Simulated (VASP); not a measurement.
Runs of VASP 6.6.1 on Al2O3. The structure is that of space group R-3c (No. 167), or close to it. The cells are those of the table. 

| level | cell | gap on the mesh (eV) | pressure (GPa) | largest force (eV/Å) |
| --- | --- | --- | --- | --- |
| r2SCAN | a = 5.078 Å, angles 55.3°, 10 atoms | 7.56 | 7.9 | 0.04 |
| r2SCAN | a = 5.025 Å, angles 55.3°, 10 atoms | (b) | 17.6 | 0.07 |
| PBE | a = 5.129 Å, angles 55.3°, 10 atoms | 6.24 | 7.4 | 0.03 |
| PBE | a = 5.075 Å, angles 55.3°, 10 atoms | (c) | 16.1 | 0.07 |
| PBE | a = 5.283 Å, angles 55.3°, 10 atoms | 5.14 | -12.1 | 0.06 |
| PBE | a = 5.181 Å, angles 55.3°, 10 atoms | 5.85 | -0.1 | - |
| PBE | a = 5.232 Å, angles 55.3°, 10 atoms | (d) | (a) | 0.03 |

Alike in all rows: task single point; potentials or basis VASP PAW PBE potentials, release 64 (Al, O); no spin polarisation; k mesh 6 × 6 × 6; cutoff (eV) 520; smearing gaussian 0.01 eV.

Question: Fill in the values left out.

Answer: (a) -6.6; (b) 7.98; (c) 6.63; (d) 5.49.

Caveats: the PAW data sets were made with another functional, which shifts forces and pressure a little (some runs).

A k mesh can miss the band edges.
